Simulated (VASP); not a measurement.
A run of VASP 6.6.1 is set up as follows.

File INCAR:

```
PREC     = Accurate       # precision mode
ENCUT    = 600            # plane-wave cutoff, eV
EDIFF    = 1E-7           # SCF threshold, eV
ISMEAR   = -1             # smearing method
SIGMA    = 0.05           # smearing width, eV
LREAL    = False          # projectors in reciprocal space
LASPH    = True           # aspherical terms in the spheres
NELM     = 80             # most SCF steps
ALGO     = Normal         # electronic algorithm
ISIF     = 3              # what is computed and relaxed
LWAVE    = False          # write WAVECAR
LCHARG   = False          # write CHGCAR
GGA      = PE             # functional
IBRION   = 2              # ionic algorithm
NSW      = 80             # ionic steps
EDIFFG   = -0.02          # ionic threshold
```

File KPOINTS:

```
regular mesh
0
Gamma
  10 10 8
```

Contents of POSCAR:

```
ZrB2
1.0
    3.1700000000      0.0000000000      0.0000000000
   -1.5850000000      2.7453005300      0.0000000000
    0.0000000000      0.0000000000      3.5330000000
Zr B
1 2
Direct
    0.0000000000      0.0000000000      0.0000000000
    0.6666666667      0.3333333333      0.5000000000
    0.3333333333      0.6666666667      0.5000000000
```

Potentials or basis: VASP PAW PBE potentials, release 64 (Zr_sv, B).

Launch:

```console
$ cat potpaw_PBE.64/Zr_sv/POTCAR potpaw_PBE.64/B/POTCAR > POTCAR
$ mpirun -np 1 vasp_std > vasp.out
```

(1) Estimate the relaxed volume.

(2) Predict the space group after relaxing (to 0.05 Å).

Results:

(1) 10.29 Å³/atom.

(2) P6/mmm (No. 191).
